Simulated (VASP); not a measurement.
Here is a VASP 6.6.1 calculation.

INCAR

```
SYSTEM = NaTiPt2
PREC = Accurate
ENCUT = 500
EDIFF = 1E-7
ISMEAR = 0
SIGMA = 0.1
LREAL = .False.
LASPH = .True.
NELM = 120
ALGO = Normal
ISIF = 4
LWAVE = .False.
LCHARG = .False.
GGA = PE
IBRION = 2
NSW = 50
EDIFFG = -0.01
GGA_COMPAT = .False.
NELMIN = 4
```

KPOINTS

```
Automatic mesh
0
Gamma
  16 16 6
  0 0 0
```

Contents of POSCAR:

```
NaTiPt2
1.0
    3.0214575082      0.0000000000      0.0000000000
    0.0000000000      3.0214575082      0.0000000000
    0.0000000000      0.0000000000      7.6115263508
Na Ti Pt
1 1 2
Direct
    0.5000000000      0.5000000000      0.0000000000
    0.5000000000      0.5000000000      0.5000000000
    0.0000000000      0.0000000000      0.7010461369
    0.0000000000      0.0000000000      0.2989538631
```

Potentials or basis: VASP PAW PBE potentials, release 64 (Na_pv, Ti_sv, Pt).

The run is started by

```sh
$ cat potpaw_PBE.64/Na_pv/POTCAR potpaw_PBE.64/Ti_sv/POTCAR potpaw_PBE.64/Pt/POTCAR > POTCAR
$ mpirun -np 1 vasp_std > vasp.out
```

(1) Predict the band gap on the k mesh.

Results:

(1) zero (an odd number of electrons rules out a gap without spin polarisation).

Caveat: spin-orbit coupling is left out, which moves the levels of the heavy elements.
